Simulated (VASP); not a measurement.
Write the native input for VASP 6.6.1 that does the following.

```yaml
Task: single point
Functional: PBE
Potentials_or_basis: VASP PAW PBE potentials, release 64 (Cu, O)
Cutoff: 520 eV
k_mesh: 8 × 8 × 6
Occupations: fermi-dirac, width 0.05 eV
Spin: no spin polarisation
Hubbard_terms: Cu d U = 5.3 eV
Dipole_correction: no
Further_INCAR_settings: ALGO = Normal; EDIFF = 1e-06; NBANDS = 25
```

The structure of CuO lies in POSCAR:

```
CuO
1.0
    3.1754955000      0.0000000000      0.0000000000
    0.0000000000      3.1754955000      0.0000000000
    0.0000000000      0.0000000000      4.6495318700
Cu O
2 2
Direct
    0.0000000000      0.0000000000      0.0000000000
    0.5000000000      0.5000000000      0.0000000000
    0.5000000000      0.0000000000      0.2670000000
    0.0000000000      0.5000000000      0.7330000000
```

One way to write it, as run:

INCAR

```
SYSTEM = CuO
  PREC = Accurate
  ENCUT = 520
  EDIFF = 1E-6
  ISMEAR = -1
  SIGMA = 0.05
  LREAL = .False.
  LASPH = .True.
  NELM = 150
  ALGO = Normal
  ISIF = 2
  LWAVE = .False.
  LCHARG = .False.
  LMAXMIX = 4
  LDAU = .True.
  LDAUTYPE = 2
  LDAUL = 2 -1
  LDAUU = 5.3 0
  LDAUJ = 0 0
  LDAUPRINT = 1
  GGA = PE
  NBANDS = 25
```

KPOINTS

```
regular mesh
0
Gamma
  8 8 6
  0 0 0
```

Potentials or basis: VASP PAW PBE potentials, release 64 (Cu, O).

Command:

```bash
$ cat potpaw_PBE.64/Cu/POTCAR potpaw_PBE.64/O/POTCAR > POTCAR
$ mpirun -np 1 vasp_std > vasp.out
```

It gave:

```
Pressure               : 11.3 GPa
Largest force          : 1.139 eV/Å
Band gap on the k mesh : zero (band 17 reaches 2.96 eV, above the bottom of band 18 at 1.61 eV)
```

Caveat: U without spin polarisation on a metal has little footing; forces of over 1 eV/Å act on the atoms, so gaps and moduli don't describe the material at rest.

It took 51 s on 1 thread of Intel(R) Xeon(R) 6975P-C (Granite Rapids) (shared host), peak memory 0.19 GiB.
